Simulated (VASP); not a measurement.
A run of VASP 6.6.1:

File INCAR:

```
  ALGO = Normal
  EDIFF = 1E-6
  ENCUT = 520
  GGA = PS
  ISIF = 2
  ISMEAR = 0
  LASPH = True
  LCHARG = True
  LELF = True
  LREAL = False
  LVHAR = True
  LWAVE = False
  NBANDS = 16
  NELM = 80
  PREC = Accurate
  SIGMA = 0.01
```

The input KPOINTS:

```
k-points
0
Gamma
  8 8 6
```

File POSCAR:

```
SiC
1.0
    3.0757714184      0.0000000000      0.0000000000
   -1.5378857092      2.6636961846      0.0000000000
    0.0000000000      0.0000000000      5.0475370447
Si C
2 2
Direct
    0.3333333333      0.6666666667      0.0045933970
    0.6666666667      0.3333333333      0.5045933970
    0.3333333333      0.6666666667      0.3804066030
    0.6666666667      0.3333333333      0.8804066030
```

Potentials or basis: VASP PAW PBE potentials, release 64 (Si, C).

Launch:

```bash
$ cat potpaw_PBE.64/Si/POTCAR potpaw_PBE.64/C/POTCAR > POTCAR
$ mpirun -np 1 vasp_std > vasp.out
```

Hardware: 1 thread of Intel(R) Xeon(R) 6975P-C (Granite Rapids), on a shared host.

**Question.** How long does it take, and how much memory?

**Answer.** Wall time 8.6 s on 1 thread of Intel(R) Xeon(R) 6975P-C (Granite Rapids), with other jobs on the host, peak memory 0.16 GiB. Counts: scf iterations 12, k points 40.
